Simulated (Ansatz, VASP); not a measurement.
**One calculation of Pd, two programs**

```
CELL_PARAMETERS angstrom
0.00000 1.95585 1.95585
1.95585 0.00000 1.95585
1.95585 1.95585 0.00000
ATOMIC_POSITIONS crystal
Pd 0.00000 0.00000 0.00000
```

Alike in both runs: task single point; functional r2SCAN; k mesh 14 × 14 × 14; no spin polarisation.

```csv
,VASP,Ansatz
version,VASP 6.6.1,Ansatz 0.2.0
potentials or method,"VASP PAW PBE potentials, release 64 (Pd), cutoff 520 eV","plane waves (500 eV) with PAW, scalar-relativistic"
occupations,"methfessel-paxton of order 1, width 0.01 eV","cold, width 0.01 eV"
valence electrons in the cell,10,18
```

|  | VASP | Ansatz | Ansatz less VASP |
| --- | --- | --- | --- |
| pressure (GPa) | 0.4 | -0.3 | -0.70 |

VASP's potentials were made for PBE, not for r2SCAN. VASP's potentials hold 10 valence electrons a cell and Ansatz's 18, so a difference there can come from the potentials and not from the codes.
